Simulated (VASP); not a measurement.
# CoO (P3m1) in VASP: notebook

CoO is run at these levels: PBEsol; tasks: single point.

Program: VASP 6.6.1. These are calculated values, not measurements. Logs are shortened: lines on timing, memory, paths and dates and some standing lists are left out, and cuts for length are marked.

### Step 1. The cell of the first run

The typed cell holds 4 atoms: a = 3.198 Å, b = 3.198 Å, c = 5.229 Å, α = 90.00°, β = 90.00°, γ = 120.00°.

### Step 2. Single point, PBEsol, collinear spin, antiferromagnetic start

Input file INCAR:

```
SYSTEM = CoO
PREC = Accurate ; ENCUT = 520
EDIFF = 1E-6 ; ISMEAR = 0
SIGMA = 0.1 ; LREAL = .FALSE.
LASPH = .TRUE. ; NELM = 150
ALGO = Normal ; ISIF = 2
LWAVE = .FALSE. ; LCHARG = .FALSE.
ISPIN = 2 ; MAGMOM = -2.3 2.3 0.18 -0.18
LORBIT = 11 ; LMAXMIX = 4
GGA = PS ; NBANDS = 27
```

Input file KPOINTS:

```
Automatic mesh
0
G
  12 12 4
  0 0 0
```

Input file POSCAR:

```
CoO
1.0
    3.1976457435      0.0000000000      0.0000000000
   -1.5988228718      2.7692424462      0.0000000000
    0.0000000000      0.0000000000      5.2287097100
Co O
2 2
Direct
    0.0000000000      0.0000000000      0.0034741400
    0.3333333333      0.6666666667      0.5033624100
    0.0000000000      0.0000000000      0.3716088500
    0.3333333333      0.6666666667      0.8715556000
```

Potentials or basis: VASP PAW PBE potentials, release 64 (Co, O).

On the command line:

```console
$ cat potpaw_PBE.64/Co/POTCAR potpaw_PBE.64/O/POTCAR > POTCAR
$ mpirun -np 1 vasp_std > vasp.out
```

OUTCAR:

```text
SYSTEM = CoO
   PREC = Accurate
   ENCUT = 520
   EDIFF = 1E-6
   ISMEAR = 0
   LREAL = .FALSE.
   LASPH = .TRUE.
   NELM = 150
   ISIF = 2
   ISPIN = 2
   LORBIT = 11
   GGA = PS

 ion  position               nearest neighbor table
   1  0.000  0.000  0.003-   3 1.92   4 1.97   4 1.97   4 1.97
   2  0.333  0.667  0.503-   4 1.93   3 1.97   3 1.97   3 1.97
   3  0.000  0.000  0.372-   1 1.92   2 1.97   2 1.97   2 1.97
   4  0.333  0.667  0.872-   2 1.93   1 1.97   1 1.97   1 1.97

  LATTYP: Found a hexagonal cell.
 ALAT       =     3.1976457435
 C/A-ratio  =     1.6351747909

  Lattice vectors:

 A1 = (   3.1976457435,   0.0000000000,   0.0000000000)
 A2 = (  -1.5988228718,   2.7692424462,   0.0000000000)
 A3 = (   0.0000000000,   0.0000000000,   5.2287097100)

Analysis of symmetry for initial positions (statically):
=====================================================================
 Subroutine PRICEL returns:
 Original cell was already a primitive cell.

 Routine SETGRP: Setting up the symmetry group for a
 hexagonal supercell.

 Subroutine GETGRP returns: Found  6 space group operations
 (whereof  6 operations were pure point group operations)
 out of a pool of 24 trial point group operations.

The static configuration has the point symmetry C_3v.

Analysis of symmetry for dynamics (positions and initial velocities):
=====================================================================
 Subroutine PRICEL returns:
 Original cell was already a primitive cell.

 Routine SETGRP: Setting up the symmetry group for a
 hexagonal supercell.

 Subroutine GETGRP returns: Found  6 space group operations
 (whereof  6 operations were pure point group operations)
 out of a pool of 24 trial point group operations.

The dynamic configuration has the point symmetry C_3v.

Analysis of structural, dynamic, and magnetic symmetry:
=====================================================================
 Subroutine PRICEL returns:
 Original cell was already a primitive cell.

 Routine SETGRP: Setting up the symmetry group for a
 hexagonal supercell.

 Subroutine GETGRP returns: Found  6 space group operations
 (whereof  6 operations were pure point group operations)
 out of a pool of 24 trial point group operations.

The overall configuration has the point symmetry C_3v.

 Subroutine INISYM returns: Found  6 space group operations
 (whereof  6 operations are pure point group operations),
 and found     1 'primitive' translations

----------------------------------------------------------------------------------------

                                     Primitive cell

  volume of cell :      46.3005

[... 125 lines left out ...]
  energy-cutoff  :      520.00
  volume of cell :       46.30
 maximum number of plane-waves:      1272
   NGX = 11   NGY = 11   NGZ = 19

 number of electron      30.0000008 magnetization       0.1547016

 number of electron      30.0000008 magnetization      -0.0007187

 Free energy of the ion-electron system (eV)
  ---------------------------------------------------
  ext. energy  EPLUGINS =         0.00000000
  ---------------------------------------------------
  free energy    TOTEN  =       -28.39970766 eV

  energy without entropy =      -28.38174812  energy(sigma->0) =      -28.39072789

 E-fermi :   5.9405     XC(G=0): -11.3938

 val. band max:        5.9359761372   @ k =  -0.0833   0.5000   0.2500
 cond. band min:       5.9483603296   @ k =   0.0833   0.0000   0.5000
 fundamental gap:      0.0123841924
 Fermi energy:         5.9404706676

 spin component 1

 k-point     1 :       0.0000    0.0000    0.0000
  band No.  band energies     occupation
      1     -13.9526      1.00000
      2     -13.2400      1.00000
      3      -1.0825      1.00000
      4       0.0260      1.00000
      5       0.0260      1.00000
      6       0.0697      1.00000
[... 709 lines left out ...]
     26      20.4427      0.00000
     27      22.1504      0.00000

 [... further k-points ...]

 spin component 2

 k-point     1 :       0.0000    0.0000    0.0000
  band No.  band energies     occupation
      1     -13.9514      1.00000
      2     -13.2416      1.00000
      3      -1.0822      1.00000
      4       0.0296      1.00000
      5       0.0296      1.00000
      6       0.0687      1.00000
[... 709 lines left out ...]
     26      20.5113      0.00000
     27      22.1468      0.00000

 [... further k-points ...]

------------------------ aborting loop because EDIFF is reached ----------------------------------------

  FORCE on cell =-STRESS in cart. coord.  units (eV):
  Direction    XX          YY          ZZ          XY          YZ          ZX
  --------------------------------------------------------------------------------------
  -------------------------------------------------------------------------------------
  Total       -3.0563202     -3.0563202     -2.5299772      0.0000000      0.0000000     -0.0000000
  in kB     -105.7605180   -105.7605180    -87.5470130      0.0000000      0.0000000     -0.0000000
  external PRESSURE =     -99.6893497 kB  Pullay stress =       0.0000000 kB

 VOLUME and BASIS-vectors are now :
 -----------------------------------------------------------------------------
  energy-cutoff  :      520.00
  volume of cell :       46.30
      direct lattice vectors                 reciprocal lattice vectors
     3.197645743  0.000000000  0.000000000     0.312730077  0.180554794  0.000000000
    -1.598822872  2.769242446  0.000000000     0.000000000  0.361109588  0.000000000
     0.000000000  0.000000000  5.228709710     0.000000000  0.000000000  0.191251773

 POSITION                                       TOTAL-FORCE (eV/Angst)
 -----------------------------------------------------------------------------------
      0.00000      0.00000      0.01817        -0.000000     -0.000000      0.106091
     -0.00000      1.84616      2.63194        -0.000000     -0.000000      0.111554
      0.00000      0.00000      1.94303         0.000000      0.000000     -0.109708
     -0.00000      1.84616      4.55711         0.000000     -0.000000     -0.107937
 -----------------------------------------------------------------------------------
    total drift:                               -0.000000     -0.000001     -0.001479

  FREE ENERGIE OF THE ION-ELECTRON SYSTEM (eV)
  ---------------------------------------------------
  free  energy   TOTEN  =       -28.3997076617 eV

  energy  without entropy=      -28.3817481248  energy(sigma->0) =      -28.39072789

 total charge

# of ion       s       p       d       tot
------------------------------------------
    1        0.345   0.433   7.218   7.995
    2        0.345   0.433   7.218   7.996
    3        1.548   3.407   0.000   4.955
    4        1.548   3.407   0.000   4.955
--------------------------------------------------
tot          3.786   7.681  14.435  25.902

 magnetization (x)

# of ion       s       p       d       tot
------------------------------------------
    1       -0.008  -0.039  -2.191  -2.238
    2        0.008   0.039   2.190   2.238
    3        0.011   0.146   0.000   0.157
    4       -0.011  -0.147   0.000  -0.158
--------------------------------------------------
tot          0.000  -0.000  -0.001  -0.001
```

stdout:

```text
POSCAR found type information on POSCAR CoO
 POSCAR found :  2 types and       4 ions
 scaLAPACK will be used
 -----------------------------------------------------------------------------
|                                                                             |
|                                                                             |
|     You enforced a specific xc type in the INCAR file but a different       |
|     I HOPE YOU KNOW WHAT YOU ARE DOING!                                     |
|                                                                             |
 -----------------------------------------------------------------------------

 LDA part: xc-table for (Slater+PW92), standard interpolation
 POSCAR, INCAR and KPOINTS ok, starting setup
 FFT: planning ... GRIDC
 FFT: planning ... GRID_SOFT
 FFT: planning ... GRID
 WAVECAR not read
 entering main loop
```

Run time: 81 s. Hardware: 1 thread of Intel Xeon Platinum 8488C (Sapphire Rapids), shared host; peak memory 0.26 GiB.

Results:

- Free energy: -28.3997 eV
- Pressure: -10.0 GPa
- Largest force: 0.112 eV/Å
- Band gap on the k mesh: zero (filled and empty bands overlap)
- Net moment: 0.00 μB per cell
- Site moments: Co -2.24, +2.24; O +0.16, -0.16 μB
- Valence electrons inside the program's atomic spheres: Co 8.00; O 4.96

Forces on the atoms (eV/Å):
```
Co   0.000  0.000  0.106
Co   0.000  0.000  0.112
O    0.000  0.000 -0.110
O    0.000  0.000 -0.108
```

Caveat: the cell stands under tension; the PAW data sets were made with another functional, which shifts forces and pressure a little; semilocal functionals often make such compounds metallic where correlation or magnetic order opens a gap, which also shifts bond lengths. With open d or f shells a metallic result of PBEsol can be an artefact of self-interaction; +U or a hybrid may open a gap.

### Step 3. Single point, PBEsol, collinear spin, antiferromagnetic start

Input file INCAR:

```
  PREC = Accurate
  ENCUT = 520
  EDIFF = 1E-6
  ISMEAR = 0
  SIGMA = 0.1
  LREAL = F
  LASPH = T
  NELM = 150
  ALGO = Normal
  ISIF = 2
  LWAVE = F
  LCHARG = F
  ISPIN = 2
  MAGMOM = -2.3 2.3 0.18 -0.18
  LORBIT = 11
  LMAXMIX = 4
  GGA = PS
  NBANDS = 27
```

Input file KPOINTS:

```
regular mesh
0
Gamma
  12 12 6
```

POSCAR is that of step 2.

Potentials or basis: VASP PAW PBE potentials, release 64 (Co, O).

On the command line:

```console
$ cat potpaw_PBE.64/Co/POTCAR potpaw_PBE.64/O/POTCAR > POTCAR
$ mpirun -np 1 vasp_std > vasp.out
```

Run time: 1.9 min. Hardware: 1 thread of Intel Xeon Platinum 8488C (Sapphire Rapids), shared host; peak memory 0.3 GiB.

The run converged. Its results:

```
Free energy                                           : -28.3998 eV
Pressure                                              : -10.0 GPa
Largest force                                         : 0.110 eV/Å
Band gap on the k mesh                                : zero (filled and empty bands overlap)
Net moment                                            : 0.00 μB per cell
Site moments                                          : Co -2.24, +2.24; O +0.16, -0.16 μB
Valence electrons inside the program's atomic spheres : Co 8.00; O 4.96
```

Forces in eV/Å, atoms in the order of the input:
```
Co   0.000  0.000  0.104
Co   0.000  0.000  0.110
O    0.000  0.000 -0.108
O    0.000  0.000 -0.106
```

Stress tensor (GPa, compression positive):
```
-10.58   0.00   0.00
  0.00 -10.58   0.00
  0.00   0.00  -8.78
```

Levels at points of the mesh, in eV from the Fermi level:
Spin up:
| k point | band 13 | band 14 | band 15 | band 16 | band 17 | band 18 |
| --- | --- | --- | --- | --- | --- | --- |
| (0.00, 0.00, 0.00) | -0.96 | -0.01 | -0.01 | 0.15 | 1.53 | 1.96 |
| (0.50, 0.00, 0.00) | -1.38 | -0.26 | -0.15 | -0.01 | 0.72 | 1.19 |
| (0.00, 0.00, 0.50) | -0.91 | 0.04 | 0.04 | 0.85 | 1.82 | 1.82 |
| (0.50, 0.00, 0.50) | -1.26 | -0.37 | -0.20 | 0.09 | 0.83 | 1.08 |
Spin down:
```
           k point  band 11  band 12  band 13  band 14  band 15  band 16  band 17  band 18  band 19  band 20
(0.00, 0.00, 0.00)    -1.73    -0.96    -0.96    -0.01    -0.01     0.15     1.53     1.96     1.96     5.47
(0.50, 0.00, 0.00)    -1.98    -1.88    -1.38    -0.27    -0.15    -0.02     0.72     1.19     5.72     6.08
(0.00, 0.00, 0.50)    -1.33    -0.91    -0.91     0.03     0.03     0.85     1.82     1.82     2.57     2.99
(0.50, 0.00, 0.50)    -1.90    -1.50    -1.26    -0.37    -0.20     0.09     0.83     1.07     5.37     5.74
```

Caveat: the cell stands under tension; the PAW data sets were made with another functional, which shifts forces and pressure a little; semilocal functionals often make such compounds metallic where correlation or magnetic order opens a gap, which also shifts bond lengths.

### Step 4. Single point, PBEsol, collinear spin, antiferromagnetic start

Input file INCAR:

```
SYSTEM = CoO
  PREC = Accurate
  ENCUT = 520
  EDIFF = 1E-6
  ISMEAR = 0
  SIGMA = 0.1
  LREAL = .FALSE.
  LASPH = .TRUE.
  NELM = 150
  ALGO = Normal
  ISIF = 2
  LWAVE = .FALSE.
  LCHARG = .TRUE.
  ISPIN = 2
  MAGMOM = -2.3 2.3 0.18 -0.18
  LORBIT = 11
  LMAXMIX = 4
  GGA = PS
  LELF = .TRUE.
  LVHAR = .TRUE.
  NBANDS = 27
```

Input file KPOINTS:

```
Automatic mesh
0
G
  12 12 8
  0 0 0
```

POSCAR is that of step 3.

On the command line:

```console
$ cat potpaw_PBE.64/Co/POTCAR potpaw_PBE.64/O/POTCAR > POTCAR
$ mpirun -np 1 vasp_std > vasp.out
```

Run time: 3.5 min. Hardware: 1 thread of Intel Xeon Platinum 8488C (Sapphire Rapids), shared host; peak memory 0.34 GiB.

The run converged. Its results:

- Free energy: -28.3998 eV
- Pressure: -10.0 GPa
- Largest force: 0.110 eV/Å
- Band gap on the k mesh: zero (filled and empty bands overlap)
- Net moment: 0.00 μB per cell
- Site moments: Co -2.24, +2.24; O +0.16, -0.16 μB
- Valence electrons inside the program's atomic spheres: Co 8.00; O 4.96

Forces on the atoms (eV/Å):
```
Co   0.000  0.000  0.104
Co   0.000  0.000  0.110
O    0.000  0.000 -0.108
O    0.000  0.000 -0.106
```

Stress tensor (GPa, compression positive):
```
-10.58   0.00   0.00
  0.00 -10.58   0.00
  0.00   0.00  -8.78
```

Levels at points of the mesh, in eV from the Fermi level:
Spin up:
| k point | band 11 | band 12 | band 13 | band 14 | band 15 | band 16 | band 17 | band 18 | band 19 | band 20 |
| --- | --- | --- | --- | --- | --- | --- | --- | --- | --- | --- |
| (0.00, 0.00, 0.00) | -1.73 | -0.96 | -0.96 | -0.01 | -0.01 | 0.15 | 1.53 | 1.96 | 1.96 | 5.47 |
| (0.50, 0.00, 0.00) | -1.98 | -1.88 | -1.38 | -0.26 | -0.15 | -0.01 | 0.72 | 1.19 | 5.72 | 6.08 |
| (0.00, 0.00, 0.50) | -1.33 | -0.91 | -0.91 | 0.04 | 0.04 | 0.85 | 1.82 | 1.82 | 2.57 | 2.99 |
| (0.50, 0.00, 0.50) | -1.90 | -1.50 | -1.26 | -0.37 | -0.20 | 0.09 | 0.83 | 1.08 | 5.37 | 5.74 |
Spin down:
```csv
k point,band 12,band 13,band 14,band 15,band 16,band 17,band 18,band 19
"(0.00, 0.00, 0.00)",-0.96,-0.96,-0.01,-0.01,0.15,1.53,1.96,1.96
"(0.50, 0.00, 0.00)",-1.88,-1.38,-0.27,-0.15,-0.02,0.72,1.19,5.72
"(0.00, 0.00, 0.50)",-0.91,-0.91,0.03,0.03,0.85,1.82,1.82,2.57
"(0.50, 0.00, 0.50)",-1.50,-1.26,-0.37,-0.20,0.09,0.83,1.07,5.37
```

Caveat: the cell stands under tension; the PAW data sets were made with another functional, which shifts forces and pressure a little; semilocal functionals often make such compounds metallic where correlation or magnetic order opens a gap, which also shifts bond lengths.

### Step 5. Single point, PBEsol, collinear spin, ferromagnetic start

Input file INCAR:

```
SYSTEM = CoO
ALGO = Fast ; EDIFF = 1E-6
ENCUT = 520 ; GGA = PS
ISIF = 2 ; ISMEAR = 0
ISPIN = 2 ; LASPH = .TRUE.
LCHARG = .FALSE. ; LMAXMIX = 4
LORBIT = 11 ; LREAL = .FALSE.
LWAVE = .FALSE. ; MAGMOM = 0.5 0.5 0 0
NBANDS = 27 ; NELM = 150
PREC = Accurate ; SIGMA = 0.1
```

Input file KPOINTS:

```
k-points
0
G
  18 18 8
  0 0 0
```

POSCAR is that of step 4.

On the command line:

```console
$ cat potpaw_PBE.64/Co/POTCAR potpaw_PBE.64/O/POTCAR > POTCAR
$ mpirun -np 1 vasp_std > vasp.out
```

It took 11 min on 1 thread of Oxide Virtual Turin-like, shared host; peak memory 0.49 GiB.

The run converged. Its results:

| Item | Value |
| --- | --- |
| Free energy | -28.2758 eV |
| Pressure | -7.5 GPa |
| Largest force | 0.267 eV/Å |
| Net moment | 5.79 μB per cell |
| Site moments | Co +2.47; O +0.32 μB |
| Valence electrons inside the program's atomic spheres | Co 7.98; O 4.96 |

Forces in eV/Å, atoms in the order of the input:
```
Co   0.000  0.000 -0.267
Co   0.000  0.000 -0.261
O    0.000  0.000  0.264
O    0.000  0.000  0.264
```

Stress tensor (GPa, compression positive):
```
-8.68  0.00  0.00
 0.00 -8.68  0.00
 0.00  0.00 -5.15
```

Levels at points of the mesh, in eV from the Fermi level:
Spin up:
| k point | band 14 | band 15 | band 16 | band 17 | band 18 | band 19 | band 20 | band 21 | band 22 | band 23 |
| --- | --- | --- | --- | --- | --- | --- | --- | --- | --- | --- |
| (0.00, 0.00, 0.00) | -0.66 | -0.66 | -0.05 | 0.21 | 0.23 | 0.23 | 5.32 | 6.96 | 13.45 | 13.45 |
| (0.50, 0.00, 0.00) | -2.05 | -1.93 | -1.72 | -0.64 | -0.52 | 5.55 | 5.91 | 7.06 | 9.16 | 10.54 |
| (0.00, 0.00, 0.50) | -1.35 | -0.24 | -0.24 | -0.24 | -0.24 | 2.58 | 2.58 | 9.87 | 9.87 | 13.64 |
| (0.50, 0.00, 0.50) | -2.06 | -1.17 | -1.16 | -1.11 | -1.11 | 5.31 | 5.31 | 7.90 | 7.90 | 11.89 |
Spin down:
| k point | band 9 | band 10 | band 11 | band 12 | band 13 | band 14 | band 15 | band 16 |
| --- | --- | --- | --- | --- | --- | --- | --- | --- |
| (0.00, 0.00, 0.00) | -0.74 | -0.74 | -0.15 | -0.15 | 0.12 | 0.59 | 1.53 | 1.53 |
| (0.50, 0.00, 0.00) | -0.80 | -0.67 | -0.22 | -0.07 | 0.08 | 0.16 | 0.70 | 0.70 |
| (0.00, 0.00, 0.50) | -0.40 | -0.40 | -0.40 | -0.40 | 1.12 | 1.12 | 2.01 | 2.01 |
| (0.50, 0.00, 0.50) | -0.26 | -0.26 | -0.15 | -0.15 | 0.01 | 0.01 | 1.21 | 1.21 |

Caveat: the cell stands under tension; the PAW data sets were made with another functional, which shifts forces and pressure a little; semilocal functionals often make such compounds metallic where correlation or magnetic order opens a gap, which also shifts bond lengths. With open d or f shells a metallic result of PBEsol can be an artefact of self-interaction; +U or a hybrid may open a gap.

### Step 6. Overview

```csv
spin,k mesh,gap on the mesh (eV),pressure (GPa),moment (μB),largest force (eV/Å)
"collinear, antiferromagnetic start",12 × 12 × 4,none,-10.0,0.00,0.11
"collinear, antiferromagnetic start",12 × 12 × 6,none,-10.0,0.00,0.11
"collinear, antiferromagnetic start",12 × 12 × 8,none,-10.0,0.00,0.11
"collinear, ferromagnetic start",18 × 18 × 8,none,-7.5,5.79,0.27
```

Alike in all rows: task single point; level PBEsol; potentials or basis VASP PAW PBE potentials, release 64 (Co, O); cell as given; cutoff (eV) 520; smearing gaussian 0.1 eV.

Caveats: the cell stands under tension; the PAW data sets were made with another functional, which shifts forces and pressure a little; semilocal functionals often make such compounds metallic where correlation or magnetic order opens a gap, which also shifts bond lengths.

Total energies depend on the potentials used, so only differences within one code and one set of settings carry meaning.
